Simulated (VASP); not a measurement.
# SnO (P4/nmm) in VASP: a series of runs

The runs below take SnO through single point, with PBE.

All numbers are computed with VASP 6.6.1; they aren't measurements. Logs are shortened: lines on timing, memory, paths and dates and some standing lists are left out, and cuts for length are marked.

## (1) The cell of the first run

The structure is tetragonal, space group P4/nmm (No. 129). Conventional cell: a = 3.802 Å, b = 3.802 Å, c = 10.172 Å, α = 90.00°, β = 90.00°, γ = 90.00°. Within 2.9 Å of Sn (site symmetry 4mm) lie 4 O at 2.22 Å. Within 2.9 Å of Sn (site symmetry 4mm) lie 4 O at 2.22 Å. Within 2.9 Å of O (site symmetry 2mm) lie 4 Sn at 2.22 Å and 4 O at 2.69 Å.

## (2) Single point, PBE (the distance across one plane changed)

File INCAR:

```
SYSTEM = SnO
PREC     = Accurate       ! precision mode
ENCUT    = 520            ! plane-wave cutoff, eV
EDIFF    = 1E-6           ! SCF threshold, eV
ISMEAR   = 0              ! smearing method
SIGMA    = 0.15           ! smearing width, eV
LREAL    = .False.        ! projectors in reciprocal space
LASPH    = .True.         ! aspherical terms in the spheres
NELM     = 100            ! most SCF steps
ALGO     = Normal         ! electronic algorithm
ISIF     = 2              ! what is computed and relaxed
LWAVE    = .False.        ! write WAVECAR
LCHARG   = .False.        ! write CHGCAR
GGA      = PE             ! functional
NBANDS   = 50             ! bands
```

File KPOINTS:

```
Automatic mesh
0
Gamma
  12 12 5
  0 0 0
```

File POSCAR:

```
SnO
1.0
   -3.8020000000      0.0000000000      0.0000000000
    0.0000000000     -3.8020000000      0.0000000000
    0.0000000000      0.0000000000     10.1720000000
Sn O
4 4
Direct
    0.0000000000      0.5000000000      0.8265224145
    0.0000000000      0.5000000000      0.3510996854
    0.5000000000      0.0000000000      0.1243230436
    0.5000000000      0.0000000000      0.5997457727
    0.0000000000      0.0000000000      0.7131340936
    0.0000000000      0.0000000000      0.2377113645
    0.5000000000      0.5000000000      0.7131340936
    0.5000000000      0.5000000000      0.2377113645
```

Potentials or basis: VASP PAW PBE potentials, release 64 (Sn_d, O).

Launch:

```console
> cat potpaw_PBE.64/Sn_d/POTCAR potpaw_PBE.64/O/POTCAR > POTCAR
> mpirun -np 1 vasp_std > vasp.out
```

OUTCAR:

```text
SYSTEM = SnO
   PREC = Accurate
   ENCUT = 520
   EDIFF = 1E-6
   ISMEAR = 0
   LREAL = .False.
   LASPH = .True.
   NELM = 100
   ISIF = 2
   GGA = PE

 ion  position               nearest neighbor table
   1  0.000  0.500  0.827-   5 2.22   7 2.22   5 2.22   7 2.22   4 3.54   4 3.54   4 3.54   4 3.54

   2  0.000  0.500  0.351-   6 2.22   8 2.22   6 2.22   8 2.22   3 3.54   3 3.54   3 3.54   3 3.54
                             4 3.69   4 3.69   4 3.69   4 3.69
   3  0.500  0.000  0.124-   6 2.22   8 2.22   8 2.22   6 2.22   2 3.54   2 3.54   2 3.54   2 3.54

   4  0.500  0.000  0.600-   5 2.22   7 2.22   7 2.22   5 2.22   1 3.54   1 3.54   1 3.54   1 3.54
                             2 3.69   2 3.69   2 3.69   2 3.69
   5  0.000  0.000  0.713-   1 2.22   4 2.22   1 2.22   4 2.22
   6  0.000  0.000  0.238-   2 2.22   3 2.22   2 2.22   3 2.22
   7  0.500  0.500  0.713-   1 2.22   4 2.22   4 2.22   1 2.22
   8  0.500  0.500  0.238-   2 2.22   3 2.22   3 2.22   2 2.22

  LATTYP: Found a simple tetragonal cell.
 ALAT       =     3.8020000000
 C/A-ratio  =     2.6754339821

  Lattice vectors:

 A1 = (  -3.8020000000,   0.0000000000,   0.0000000000)
 A2 = (   0.0000000000,  -3.8020000000,   0.0000000000)
 A3 = (   0.0000000000,   0.0000000000,  10.1720000000)

Analysis of symmetry for initial positions (statically):
=====================================================================
 Subroutine PRICEL returns:
 Original cell was already a primitive cell.

 Routine SETGRP: Setting up the symmetry group for a
 simple tetragonal supercell.

 Subroutine GETGRP returns: Found 16 space group operations
 (whereof  4 operations were pure point group operations)
 out of a pool of 16 trial point group operations.

The static configuration has the point symmetry C_2v.
 The point group associated with its full space group is D_4h.

Analysis of symmetry for dynamics (positions and initial velocities):
=====================================================================
 Subroutine PRICEL returns:
 Original cell was already a primitive cell.

 Routine SETGRP: Setting up the symmetry group for a
 simple tetragonal supercell.

 Subroutine GETGRP returns: Found 16 space group operations
 (whereof  4 operations were pure point group operations)
 out of a pool of 16 trial point group operations.

The dynamic configuration has the point symmetry C_2v.
 The point group associated with its full space group is D_4h.

 Subroutine INISYM returns: Found 16 space group operations
 (whereof  4 operations are pure point group operations),
 and found     1 'primitive' translations

----------------------------------------------------------------------------------------

                                     Primitive cell

  volume of cell :     147.0383

  direct lattice vectors                    reciprocal lattice vectors
    -3.802000000  0.000000000  0.000000000    -0.263019463  0.000000000  0.000000000
     0.000000000 -3.802000000  0.000000000     0.000000000 -0.263019463  0.000000000
     0.000000000  0.000000000 10.172000000     0.000000000  0.000000000  0.098309084

  length of vectors
     3.802000000  3.802000000 10.172000000     0.263019463  0.263019463  0.098309084

  position of ions in fractional coordinates (direct lattice)
     0.000000000  0.500000000  0.826522414
     0.000000000  0.500000000  0.351099685
     0.500000000  0.000000000  0.124323044
     0.500000000  0.000000000  0.599745773
     0.000000000  0.000000000  0.713134094
     0.000000000  0.000000000  0.237711365
     0.500000000  0.500000000  0.713134094
     0.500000000  0.500000000  0.237711365

  ion indices of the primitive-cell ions
   primitive index   ion index
                 1           1
                 2           2
                 3           3
                 4           4
                 5           5
                 6           6
                 7           7
                 8           8

----------------------------------------------------------------------------------------

 KPOINTS: Automatic mesh

Automatic generation of k-mesh.
 Grid dimensions read from file:
 generate k-points for:   12   12    5

 Generating k-lattice:

  Cartesian coordinates                     Fractional coordinates (reciprocal lattice)
    -0.021918289  0.000000000  0.000000000     0.083333333  0.000000000  0.000000000
     0.000000000 -0.021918289  0.000000000     0.000000000  0.083333333  0.000000000
     0.000000000  0.000000000  0.019661817     0.000000000  0.000000000  0.200000000

  Length of vectors
     0.021918289  0.021918289  0.019661817

  Shift w.r.t. Gamma in fractional coordinates (k-lattice)
     0.000000000  0.000000000  0.000000000

 Subroutine IBZKPT returns following result:
 ===========================================

 Found     84 irreducible k-points:

 Following reciprocal coordinates:
            Coordinates               Weight
  0.000000  0.000000  0.000000      1.000000
  0.083333  0.000000  0.000000      4.000000
  0.166667  0.000000  0.000000      4.000000
  0.250000  0.000000  0.000000      4.000000
  0.333333  0.000000  0.000000      4.000000
  0.416667  0.000000  0.000000      4.000000
[... 16 lines left out ...]
  0.333333  0.333333  0.000000      4.000000
  0.416667  0.333333  0.000000      8.000000
 [... further k-points ...]
   k-points           NKPTS =     84   k-points in BZ     NKDIM =     84   number of bands    NBANDS=     50
   number of dos      NEDOS =    301   number of ions     NIONS =      8
   total plane-waves  NPLWV =  62720
   dimension x,y,z NGX =    28 NGY =   28 NGZ =   80
   dimension x,y,z NGXF=    56 NGYF=   56 NGZF=  160
   ions per type =               4   4
   NGX,Y,Z   is equivalent  to a cutoff of  12.24, 12.24, 13.07 a.u.
   NGXF,Y,Z  is equivalent  to a cutoff of  24.49, 24.49, 26.15 a.u.
 SYSTEM =  SnO
   PREC   = accura    normal or accurate (medium, high low for compatibility)
   ISTART =      0    job   : 0-new  1-cont  2-samecut
   ICHARG =      2    charge: 1-file 2-atom 10-const
   ISPIN  =      1    spin polarized calculation?
   LNONCOLLINEAR =      F non collinear calculations
   LSORBIT =      F    spin-orbit coupling
   LASPH  =      T    aspherical Exc in radial PAW
   ENCUT  =  520.0 eV  38.22 Ry    6.18 a.u.   7.07  7.07 18.91*2*pi/ulx,y,z
   NELM   =    100;   NELMIN=  2; NELMDL= -5     # of ELM steps
   EDIFF  = 0.1E-05   stopping-criterion for ELM
   LREAL  =      F    real-space projection
   EDIFFG = 0.1E-04   stopping-criterion for IOM
   NSW    =      0    number of steps for IOM
   IBRION =     -1    ionic relax: 0-MD 1-quasi-New 2-CG
   NFREE  =      0    steps in history (QN), initial steepest desc. (CG)
   ISIF   =      2    stress and relaxation
   ISYM   =      2    0-nonsym 1-usesym 2-fastsym
   POTIM  = 0.5000    time-step for ionic-motion
   TEBEG  =    0.0;   TEEND  =   0.0 temperature during run
   PSTRESS=    0.0 pullay stress
   NELECT =      80.0000    total number of electrons
   NUPDOWN=      -1.0000    fix difference up-down
   EMIN   =  10.00;   EMAX   =-10.00  energy-range for DOS
   EFERMI =   0.00;   METHOD = LEGACY
   ISMEAR =     0;   SIGMA  =   0.15  broadening in eV -4-tet -1-fermi 0-gaus
   EFERMI_NEDOS =   21; number of points for ismear=-14 and -15
   IALGO  =     38    algorithm
   IMIX   =      4    mixing-type and parameters
     AMIX     =   0.40;   BMIX     =  1.00
     AMIX_MAG =   1.60;   BMIX_MAG =  1.00
  volume/ion in A,a.u.               =      18.38       124.03
  Fermi-wavevector in a.u.,A,eV,Ry     =   1.336476  2.525574 24.302308  1.786169
  Thomas-Fermi vector in A             =   2.465100
   LORBIT       =      0    0 simple, 1 ext, 2 COOP (PROOUT), +10 PAW based schemes
   GGA     = PE    functional components
   LHFCALC =     F    Hartree Fock is set to
   AEXX    =    0.0000 exact exchange contribution
   IVDW    =     0    specifies the selected vdW correction
   LEPSILON=     F    determine dielectric tensor
   LRPA    =     F    only Hartree local field effects (RPA)
 non-spin polarized calculation
 Gauss-broadening in eV      SIGMA  =   0.15
  energy-cutoff  :      520.00
  volume of cell :      147.04
 maximum number of plane-waves:      3988
   NGX = 15   NGY = 15   NGZ = 37

 number of electron      79.9999999 magnetization

 Free energy of the ion-electron system (eV)
  ---------------------------------------------------
  ext. energy  EPLUGINS =         0.00000000
  ---------------------------------------------------
  free energy    TOTEN  =       -45.34374177 eV

  energy without entropy =      -45.34349668  energy(sigma->0) =      -45.34361922

 E-fermi :   6.8579     XC(G=0):  -9.9558

 val. band max:        6.6358634468   @ k =   0.0000   0.0000   0.0000
 cond. band min:       7.0085362627   @ k =   0.5000   0.5000   0.0000
 fundamental gap:      0.3726728159
 Fermi energy:         6.8578734688

 k-point     1 :       0.0000    0.0000    0.0000
  band No.  band energies     occupation
      1     -15.3461      2.00000
      2     -15.3348      2.00000
      3     -14.9179      2.00000
      4     -14.9072      2.00000
      5     -14.9023      2.00000
      6     -14.9023      2.00000
[... 42 lines left out ...]
     49      12.0921      0.00000
     50      12.0921      0.00000

 k-point     2 :       0.0833    0.0000    0.0000
  band No.  band energies     occupation
      1     -15.3425      2.00000
      2     -15.3320      2.00000
      3     -14.9185      2.00000
      4     -14.9059      2.00000
      5     -14.9015      2.00000
      6     -14.9012      2.00000
[... 42 lines left out ...]
     49      11.8745      0.00000
     50      12.1394      0.00000

 k-point     3 :       0.1667    0.0000    0.0000
  band No.  band energies     occupation
      1     -15.3320      2.00000
      2     -15.3241      2.00000
      3     -14.9517      2.00000
      4     -14.9283      2.00000
      5     -14.8984      2.00000
      6     -14.8944      2.00000
[... 1102 lines left out ...]
     49      12.0002      0.00000
     50      13.2649      0.00000

 k-point    24 :       0.4167    0.3333    0.0000
  band No.  band energies     occupation
      1     -15.2851      2.00000
      2     -15.2719      2.00000
      3     -15.2436      2.00000
      4     -15.2312      2.00000
      5     -14.8894      2.00000
      6     -14.8838      2.00000
[... 42 lines left out ...]
     49      12.2575      0.00000
     50      13.1394      0.00000

 [... further k-points ...]

------------------------ aborting loop because EDIFF is reached ----------------------------------------

  FORCE on cell =-STRESS in cart. coord.  units (eV):
  Direction    XX          YY          ZZ          XY          YZ          ZX
  --------------------------------------------------------------------------------------
  -------------------------------------------------------------------------------------
  Total        4.1122218      4.1122218      2.7327268      0.0000000      0.0000000      0.0000000
  in kB       44.8081004     44.8081004     29.7766764      0.0000000      0.0000000      0.0000000
  external PRESSURE =      39.7976257 kB  Pullay stress =       0.0000000 kB

 VOLUME and BASIS-vectors are now :
 -----------------------------------------------------------------------------
  energy-cutoff  :      520.00
  volume of cell :      147.04
      direct lattice vectors                 reciprocal lattice vectors
    -3.802000000  0.000000000  0.000000000    -0.263019463  0.000000000  0.000000000
     0.000000000 -3.802000000  0.000000000     0.000000000 -0.263019463  0.000000000
     0.000000000  0.000000000 10.172000000     0.000000000  0.000000000  0.098309084

 POSITION                                       TOTAL-FORCE (eV/Angst)
 -----------------------------------------------------------------------------------
      0.00000     -1.90100      8.40739        -0.000000      0.000000      0.637823
      0.00000     -1.90100      3.57139        -0.000000     -0.000000      0.488864
     -1.90100      0.00000      1.26461        -0.000000      0.000000     -0.637823
     -1.90100      0.00000      6.10061         0.000000     -0.000000     -0.488864
      0.00000      0.00000      7.25400        -0.000000      0.000000      0.022989
      0.00000      0.00000      2.41800         0.000000      0.000000     -0.022989
     -1.90100     -1.90100      7.25400         0.000000      0.000000      0.022989
     -1.90100     -1.90100      2.41800         0.000000      0.000000     -0.022989
 -----------------------------------------------------------------------------------
    total drift:                               -0.000000     -0.000000     -0.000030

  FREE ENERGIE OF THE ION-ELECTRON SYSTEM (eV)
  ---------------------------------------------------
  free  energy   TOTEN  =       -45.3437417675 eV

  energy  without entropy=      -45.3434966778  energy(sigma->0) =      -45.34361922
```

Wall time 14 min (1 thread of Intel Xeon 8259CL, shared host); peak memory 0.54 GiB.

Results:

- Free energy: -45.3437 eV
- Pressure: 4.0 GPa
- Largest force: 0.638 eV/Å
- Band gap on the k mesh: 0.37 eV (least direct gap 1.72 eV)

Forces on the atoms (eV/Å):
```
Sn   0.000  0.000  0.638
Sn   0.000  0.000  0.489
Sn   0.000  0.000 -0.638
Sn   0.000  0.000 -0.489
O    0.000  0.000  0.023
O    0.000  0.000 -0.023
O    0.000  0.000  0.023
O    0.000  0.000 -0.023
```

Stress tensor (GPa, compression positive):
```
4.48 0.00 0.00
0.00 4.48 0.00
0.00 0.00 2.98
```

Caveat: the cell differs from its parent crystal (the distance across one plane changed); the cell stands under pressure; semilocal functionals underestimate gaps, and a narrow one can read as zero; spin-orbit coupling is left out, which moves the levels of the heavy elements. A k mesh can miss the band edges.

## (3) Single point, PBE (the distance across one plane changed)

File INCAR:

```
ALGO     = Normal         # electronic algorithm
EDIFF    = 1E-7           # SCF threshold, eV
ENCUT    = 520            # plane-wave cutoff, eV
GGA      = PE             # functional
ISIF     = 2              # what is computed and relaxed
ISMEAR   = 0              # smearing method
LASPH    = True           # aspherical terms in the spheres
LCHARG   = False          # write CHGCAR
LREAL    = False          # projectors in reciprocal space
LWAVE    = False          # write WAVECAR
NBANDS   = 50             # bands
NELM     = 60             # most SCF steps
PREC     = Accurate       # precision mode
SIGMA    = 0.15           # smearing width, eV
```

File KPOINTS:

```
k-points
0
Gamma
  12 12 5
```

File POSCAR:

```
SnO
1.0
   -3.8020000000      0.0000000000      0.0000000000
    0.0000000000     -3.8020000000      0.0000000000
    0.0000000000      0.0000000000     12.6720000000
Sn O
4 4
Direct
    0.0000000000      0.5000000000      0.6634616477
    0.0000000000      0.5000000000      0.2818328598
    0.5000000000      0.0000000000      0.0997959280
    0.5000000000      0.0000000000      0.4814247159
    0.0000000000      0.0000000000      0.5724431818
    0.0000000000      0.0000000000      0.1908143939
    0.5000000000      0.5000000000      0.5724431818
    0.5000000000      0.5000000000      0.1908143939
```

Potentials or basis: VASP PAW PBE potentials, release 64 (Sn_d, O).

Launch:

```console
> cat potpaw_PBE.64/Sn_d/POTCAR potpaw_PBE.64/O/POTCAR > POTCAR
> mpirun -np 1 vasp_std > vasp.out
```

Run time: 19 min. Hardware: 1 thread of Oxide Virtual Turin-like, shared host; peak memory 0.59 GiB.

The run converged. Its results:

* Free energy: -45.2252 eV
* Pressure: 3.2 GPa
* Largest force: 0.694 eV/Å
* Band gap on the k mesh: 1.03 eV (least direct gap 1.99 eV)

Forces on the atoms (eV/Å):
```
Sn   0.000  0.000  0.694
Sn   0.000  0.000  0.531
Sn   0.000  0.000 -0.694
Sn   0.000  0.000 -0.531
O    0.000  0.000 -0.013
O    0.000  0.000  0.013
O    0.000  0.000 -0.013
O    0.000  0.000  0.013
```

Stress tensor (GPa, compression positive):
```
3.45 0.00 0.00
0.00 3.45 0.00
0.00 0.00 2.82
```

Levels at points of the mesh, in eV from the valence-band top:
```tsv
k point	band 36	band 37	band 38	band 39	band 40	band 41	band 42	band 43	band 44	band 45
(0.00, 0.00, 0.00)	-2.85	-2.84	-2.84	-1.44	-0.02	1.97	2.16	2.42	3.75	3.75
(0.50, 0.00, 0.00)	-4.49	-1.99	-1.99	-1.32	-1.32	2.27	2.27	3.28	3.28	4.98
(0.50, 0.50, 0.00)	-2.17	-2.04	-2.04	-1.45	-1.45	1.03	1.03	2.95	2.95	3.72
```

Caveat: the cell differs from its parent crystal (the distance across one plane changed); the cell stands under pressure; spin-orbit coupling is left out, which moves the levels of the heavy elements. A k mesh can miss the band edges.
